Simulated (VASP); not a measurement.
# Y2Si3O (P-6m2) in VASP: relaxation of cell and atoms with PBE

Aim: the relaxation of cell and atoms of Y2Si3O with PBE.

Everything below comes from runs of VASP 6.6.1. Logs are shortened: lines on timing, memory, paths and dates and some standing lists are left out, and cuts for length are marked.

## (1) The cell of the first run

It takes space group P-6m2 (No. 187, hexagonal). Conventional cell: a = 4.700 Å, b = 4.700 Å, c = 7.819 Å, α = 90.00°, β = 90.00°, γ = 120.00°. Y (site symmetry -6m2) has 6 Si at 2.93 Å and 2 O at 3.91 Å within 4.0 Å. Y (site symmetry -6m2) has 5 Si at 2.71 to 2.80 Å and 3 O at 2.71 Å within 3.6 Å. Si (site symmetry -6m2) has 3 Y at 2.71 Å and 3 O at 2.71 Å within 3.6 Å. Within 3.0 Å of Si (site symmetry 3m) lie 1 Si at 2.22 Å and 4 Y at 2.80 to 2.93 Å. Within 3.6 Å of O (site symmetry -6m2) lie 3 Y at 2.71 Å and 3 Si at 2.71 Å.

The cell was generated, and may not be a known phase.

## (2) Relaxation of cell and atoms, PBE

Input file INCAR:

```
PREC = Accurate
ENCUT = 600
EDIFF = 1E-6
ISMEAR = 0
SIGMA = 0.1
LREAL = F
LASPH = T
NELM = 100
ALGO = Normal
ISIF = 3
LWAVE = F
LCHARG = F
GGA = PE
IBRION = 2
NSW = 100
EDIFFG = -0.01
```

Input file KPOINTS:

```
regular mesh
0
Gamma
  12 12 6
```

Input file POSCAR:

```
Y2Si3O
1.0
    4.6997428855      0.0000000000      0.0000000000
   -2.3498714428      4.0700967301      0.0000000000
    0.0000000000      0.0000000000      7.8194989113
Y Si O
2 3 1
Direct
    0.0000000000      0.0000000000      0.0000000000
    0.6666666667      0.3333333333      0.5000000000
    0.3333333333      0.6666666667      0.5000000000
    0.6666666667      0.3333333333      0.8583395020
    0.6666666667      0.3333333333      0.1416604980
    0.0000000000      0.0000000000      0.5000000000
```

Potentials or basis: VASP PAW PBE potentials, release 64 (Y_sv, Si, O).

Command:

```bash
$ cat potpaw_PBE.64/Y_sv/POTCAR potpaw_PBE.64/Si/POTCAR potpaw_PBE.64/O/POTCAR > POTCAR
$ mpirun -np 1 vasp_std > vasp.out
```

OUTCAR:

```text
PREC = Accurate
   ENCUT = 600
   EDIFF = 1E-6
   ISMEAR = 0
   LREAL = F
   LASPH = T
   NELM = 100
   ISIF = 3
   GGA = PE
   IBRION = 2
   NSW = 100
   EDIFFG = -0.01

 ion  position               nearest neighbor table
   1  0.000  0.000  0.000-   4 2.93   5 2.93   4 2.93   5 2.93   4 2.93   5 2.93
   2  0.667  0.333  0.500-   3 2.71   3 2.71   6 2.71   6 2.71   6 2.71   3 2.71   5 2.80   4 2.80

   3  0.333  0.667  0.500-   2 2.71   2 2.71   2 2.71
   4  0.667  0.333  0.858-   5 2.22   2 2.80   1 2.93   1 2.93   1 2.93
   5  0.667  0.333  0.142-   4 2.22   2 2.80   1 2.93   1 2.93   1 2.93
   6  0.000  0.000  0.500-   2 2.71   2 2.71   2 2.71

  LATTYP: Found a hexagonal cell.
 ALAT       =     4.6997428855
 C/A-ratio  =     1.6638141919

  Lattice vectors:

 A1 = (   4.6997428855,   0.0000000000,   0.0000000000)
 A2 = (  -2.3498714428,   4.0700967301,   0.0000000000)
 A3 = (   0.0000000000,   0.0000000000,   7.8194989113)

Analysis of symmetry for initial positions (statically):
=====================================================================
 Subroutine PRICEL returns:
 Original cell was already a primitive cell.

 Routine SETGRP: Setting up the symmetry group for a
 hexagonal supercell.

 Subroutine GETGRP returns: Found 12 space group operations
 (whereof 12 operations were pure point group operations)
 out of a pool of 24 trial point group operations.

The static configuration has the point symmetry D_3h.

Analysis of symmetry for dynamics (positions and initial velocities):
=====================================================================
 Subroutine PRICEL returns:
 Original cell was already a primitive cell.

 Routine SETGRP: Setting up the symmetry group for a
 hexagonal supercell.

 Subroutine GETGRP returns: Found 12 space group operations
 (whereof 12 operations were pure point group operations)
 out of a pool of 24 trial point group operations.

The dynamic configuration has the point symmetry D_3h.

 Subroutine INISYM returns: Found 12 space group operations
 (whereof 12 operations are pure point group operations),
 and found     1 'primitive' translations

----------------------------------------------------------------------------------------

                                     Primitive cell

  volume of cell :     149.5746

  direct lattice vectors                    reciprocal lattice vectors
     4.699742886  0.000000000  0.000000000     0.212777597  0.122847203  0.000000000
    -2.349871443  4.070096730  0.000000000     0.000000000  0.245694406  0.000000000
     0.000000000  0.000000000  7.819498911     0.000000000  0.000000000  0.127885432

  length of vectors
     4.699742886  4.699742886  7.819498911     0.245694406  0.245694406  0.127885432

  position of ions in fractional coordinates (direct lattice)
     0.000000000  0.000000000  0.000000000
     0.666666667  0.333333333  0.500000000
     0.333333333  0.666666667  0.500000000
     0.666666667  0.333333333  0.858339502
     0.666666667  0.333333333  0.141660498
     0.000000000  0.000000000  0.500000000

  ion indices of the primitive-cell ions
   primitive index   ion index
                 1           1
                 2           2
                 3           3
                 4           4
                 5           5
                 6           6

----------------------------------------------------------------------------------------

 KPOINTS: regular mesh

Automatic generation of k-mesh.
 Grid dimensions read from file:
 generate k-points for:   12   12    6

 Generating k-lattice:

  Cartesian coordinates                     Fractional coordinates (reciprocal lattice)
     0.017731466  0.010237267  0.000000000     0.083333333  0.000000000  0.000000000
     0.000000000  0.020474534  0.000000000     0.000000000  0.083333333  0.000000000
     0.000000000  0.000000000  0.021314239     0.000000000  0.000000000  0.166666667

  Length of vectors
     0.020474534  0.020474534  0.021314239

  Shift w.r.t. Gamma in fractional coordinates (k-lattice)
     0.000000000  0.000000000  0.000000000

 Subroutine IBZKPT returns following result:
 ===========================================

 Found     76 irreducible k-points:

 Following reciprocal coordinates:
            Coordinates               Weight
  0.000000  0.000000  0.000000      1.000000
  0.083333  0.000000  0.000000      6.000000
  0.166667 -0.000000  0.000000      6.000000
  0.250000  0.000000  0.000000      6.000000
  0.333333  0.000000  0.000000      6.000000
  0.416667 -0.000000  0.000000      6.000000
[... 16 lines left out ...]
  0.250000  0.000000  0.166667     12.000000
  0.333333  0.000000  0.166667     12.000000
 [... further k-points ...]
   k-points           NKPTS =     76   k-points in BZ     NKDIM =     76   number of bands    NBANDS=     24
   number of dos      NEDOS =    301   number of ions     NIONS =      6
   total plane-waves  NPLWV = 102400
   dimension x,y,z NGX =    40 NGY =   40 NGZ =   64
   dimension x,y,z NGXF=    80 NGYF=   80 NGZF=  128
   ions per type =               2   3   1
   NGX,Y,Z   is equivalent  to a cutoff of  14.15, 14.15, 13.61 a.u.
   NGXF,Y,Z  is equivalent  to a cutoff of  28.30, 28.30, 27.21 a.u.
 SYSTEM =  unknown system
   PREC   = accura    normal or accurate (medium, high low for compatibility)
   ISTART =      0    job   : 0-new  1-cont  2-samecut
   ICHARG =      2    charge: 1-file 2-atom 10-const
   ISPIN  =      1    spin polarized calculation?
   LNONCOLLINEAR =      F non collinear calculations
   LSORBIT =      F    spin-orbit coupling
   LASPH  =      T    aspherical Exc in radial PAW
   ENCUT  =  600.0 eV  44.10 Ry    6.64 a.u.   9.39  9.39 15.62*2*pi/ulx,y,z
   NELM   =    100;   NELMIN=  2; NELMDL= -5     # of ELM steps
   EDIFF  = 0.1E-05   stopping-criterion for ELM
   LREAL  =      F    real-space projection
   EDIFFG = -.1E-01   stopping-criterion for IOM
   NSW    =    100    number of steps for IOM
   IBRION =      2    ionic relax: 0-MD 1-quasi-New 2-CG
   NFREE  =      1    steps in history (QN), initial steepest desc. (CG)
   ISIF   =      3    stress and relaxation
   ISYM   =      2    0-nonsym 1-usesym 2-fastsym
   POTIM  = 0.5000    time-step for ionic-motion
   TEBEG  =    0.0;   TEEND  =   0.0 temperature during run
   PSTRESS=    0.0 pullay stress
   NELECT =      40.0000    total number of electrons
   NUPDOWN=      -1.0000    fix difference up-down
   EMIN   =  10.00;   EMAX   =-10.00  energy-range for DOS
   EFERMI =   0.00;   METHOD = LEGACY
   ISMEAR =     0;   SIGMA  =   0.10  broadening in eV -4-tet -1-fermi 0-gaus
   EFERMI_NEDOS =   21; number of points for ismear=-14 and -15
   IALGO  =     38    algorithm
   IMIX   =      4    mixing-type and parameters
     AMIX     =   0.40;   BMIX     =  1.00
     AMIX_MAG =   1.60;   BMIX_MAG =  1.00
  volume/ion in A,a.u.               =      24.93       168.23
  Fermi-wavevector in a.u.,A,eV,Ry     =   1.054732  1.993155 15.135940  1.112460
  Thomas-Fermi vector in A             =   2.189904
   LORBIT       =      0    0 simple, 1 ext, 2 COOP (PROOUT), +10 PAW based schemes
   GGA     = PE    functional components
   LHFCALC =     F    Hartree Fock is set to
   AEXX    =    0.0000 exact exchange contribution
   IVDW    =     0    specifies the selected vdW correction
   LEPSILON=     F    determine dielectric tensor
   LRPA    =     F    only Hartree local field effects (RPA)
 conjugate gradient relaxation of ions
 non-spin polarized calculation
 Gauss-broadening in eV      SIGMA  =   0.10
  energy-cutoff  :      600.00
  volume of cell :      149.57
 maximum number of plane-waves:      5035
 NGX is ok and might be reduce to    40
   NGX = 19   NGY = 19   NGZ = 31

--------------------------------------- Ionic step        1  -------------------------------------------

 number of electron      40.0000000 magnetization

 Free energy of the ion-electron system (eV)
  ---------------------------------------------------
  ext. energy  EPLUGINS =         0.00000000
  ---------------------------------------------------
  free energy    TOTEN  =       -33.56547403 eV

  energy without entropy =      -33.53816203  energy(sigma->0) =      -33.55181803

------------------------ aborting loop because EDIFF is reached ----------------------------------------

  FORCE on cell =-STRESS in cart. coord.  units (eV):
  Direction    XX          YY          ZZ          XY          YZ          ZX
  --------------------------------------------------------------------------------------
  -------------------------------------------------------------------------------------
  Total        0.1627564      0.1627564     -0.7308889     -0.0000000      0.0000000     -0.0000000
  in kB        1.7433755      1.7433755     -7.8289620     -0.0000000      0.0000000     -0.0000000
  external PRESSURE =      -1.4474037 kB  Pullay stress =       0.0000000 kB
[... 185 lines left out ...]
  energy  without entropy=      -33.5432600228  energy(sigma->0) =      -33.55705792

--------------------------------------- Ionic step        6  -------------------------------------------

 number of electron      40.0000002 magnetization

 Free energy of the ion-electron system (eV)
  ---------------------------------------------------
  ext. energy  EPLUGINS =         0.00000000
  ---------------------------------------------------
  free energy    TOTEN  =       -33.57088378 eV

  energy without entropy =      -33.54326807  energy(sigma->0) =      -33.55707593

 E-fermi :   3.1992     XC(G=0):  -9.0050

 val. band max:        3.1986904305   @ k =   0.3333   0.3333   0.1667
 cond. band min:       3.2007690122   @ k =   0.4167   0.0833   0.5000
 fundamental gap:      0.0020785817
 Fermi energy:         3.1992215958

 k-point     1 :       0.0000    0.0000    0.0000
  band No.  band energies     occupation
      1     -39.9462      2.00000
      2     -39.0727      2.00000
      3     -19.9798      2.00000
      4     -19.8961      2.00000
      5     -19.8961      2.00000
      6     -19.1614      2.00000
[... 637 lines left out ...]
     23       4.2818      0.00000
     24       4.8624      0.00000

 [... further k-points ...]
[... 5 lines left out ...]
  --------------------------------------------------------------------------------------
  -------------------------------------------------------------------------------------
  Total       -0.0021471     -0.0021471      0.0024938      0.0000000     -0.0000000      0.0000000
  in kB       -0.0231326     -0.0231326      0.0268675      0.0000000     -0.0000000      0.0000000
  external PRESSURE =      -0.0064659 kB  Pullay stress =       0.0000000 kB
[... 21 lines left out ...]
  FREE ENERGIE OF THE ION-ELECTRON SYSTEM (eV)
  ---------------------------------------------------
  free  energy   TOTEN  =       -33.5708837821 eV

  energy  without entropy=      -33.5432680720  energy(sigma->0) =      -33.55707593

 reached required accuracy - stopping structural energy minimisation
```

Wall time 21 min (1 thread of Intel Xeon Platinum 8259CL at 2.50GHz (Skylake/Cascade Lake), shared host); peak memory 0.59 GiB.

Results:

```yaml
Free_energy: -33.5709 eV
Relaxed_volume: 24.79 Å³/atom
Relaxed_cell: a = 4.707 Å, b = 4.707 Å, c = 7.750 Å, α = 90.00°, β = 90.00°, γ = 120.00°
Space_group_after_relaxing_to_0.1_Å: P-6m2 (No. 187)
Energy_gained_by_relaxing: 0.9 meV/atom
Ionic_steps: 6
Pressure_after_relaxing: 0.0 GPa
Band_gap_on_the_k_mesh: zero (bands 20 and 21 overlap by 0.57 eV)
```

Forces on the atoms (eV/Å):
```
Y    0.000  0.000  0.000
Y    0.000  0.000  0.000
Si   0.000  0.000  0.000
Si   0.000  0.000 -0.002
Si   0.000  0.000  0.002
O    0.000  0.000  0.000
```

The path:
| step | energy change (eV) | largest force (eV/Å) | pressure (GPa) | volume (Å³) |
| --- | --- | --- | --- | --- |
| 1 | 0.0000 | 0.1702 | -0.14 | 149.57 |
| 2 | -0.0049 | 0.0389 | -0.09 | 149.08 |
| 3 | -0.0053 | 0.0303 | -0.06 | 148.83 |
| 4 | -0.0054 | 0.0197 | -0.07 | 148.87 |
| 5 | -0.0054 | 0.0197 | 0.04 | 148.59 |
| 6 | -0.0054 | 0.0025 | 0.00 | 148.71 |

Final structure:
```
Y Si O
1.0
     4.70719    0.00000    0.00000
    -2.35359    4.07654    0.00000
     0.00000    0.00000    7.74986
Y Si O
2 3 1
Direct
  0.00000 0.00000 0.00000
  0.66667 0.33333 0.50000
  0.33333 0.66667 0.50000
  0.66667 0.33333 0.85689
  0.66667 0.33333 0.14311
  0.00000 0.00000 0.50000
```
